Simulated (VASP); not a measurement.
Input of a VASP 6.6.1 run:

The input INCAR:

```
SYSTEM = AlNi
ALGO     = Fast           ! electronic algorithm
EDIFF    = 1E-6           ! SCF threshold, eV
ENCUT    = 520            ! plane-wave cutoff, eV
GGA      = PS             ! functional
ISIF     = 2              ! what is computed and relaxed
ISMEAR   = 0              ! smearing method
LASPH    = .TRUE.         ! aspherical terms in the spheres
LCHARG   = .TRUE.         ! write CHGCAR
LELF     = .TRUE.         ! ELF
LREAL    = .FALSE.        ! projectors in reciprocal space
LVHAR    = .TRUE.       
LWAVE    = .FALSE.        ! write WAVECAR
NBANDS   = 14             ! bands
NELM     = 100            ! most SCF steps
PREC     = Accurate       ! precision mode
SIGMA    = 0.15           ! smearing width, eV
```

Contents of KPOINTS:

```
k-points
0
G
  18 18 16
  0 0 0
```

Contents of POSCAR:

```
AlNi
1.0
    1.9726211450     -1.9531901500      0.0000000000
    1.9726211450      1.9531901500      0.0000000000
    0.0000000000      0.0000000000      3.0994300413
Al Ni
1 1
Direct
    0.0000000000      0.0000000000      0.0000000000
    0.5000000000      0.5000000000      0.5000000000
```

Potentials or basis: VASP PAW PBE potentials, release 64 (Al, Ni).

The run is started by

```bash
$ cat potpaw_PBE.64/Al/POTCAR potpaw_PBE.64/Ni/POTCAR > POTCAR
$ mpirun -np 1 vasp_std > vasp.out
```

Q: What does it give for the pressure?

A: -2.2 GPa.

Stress tensor (GPa, compression positive):
```
-1.24  0.00  0.00
 0.00  0.84  0.00
 0.00  0.00 -6.09
```

Caveat: the cell differs from its parent crystal (strain +0.0175 x Voigt [1, 0, 0, 0, 0, 0]); the PAW data sets were made with another functional, which shifts forces and pressure a little. Spin polarisation is off, so any magnetic state and its effect on volume and gap are missing.
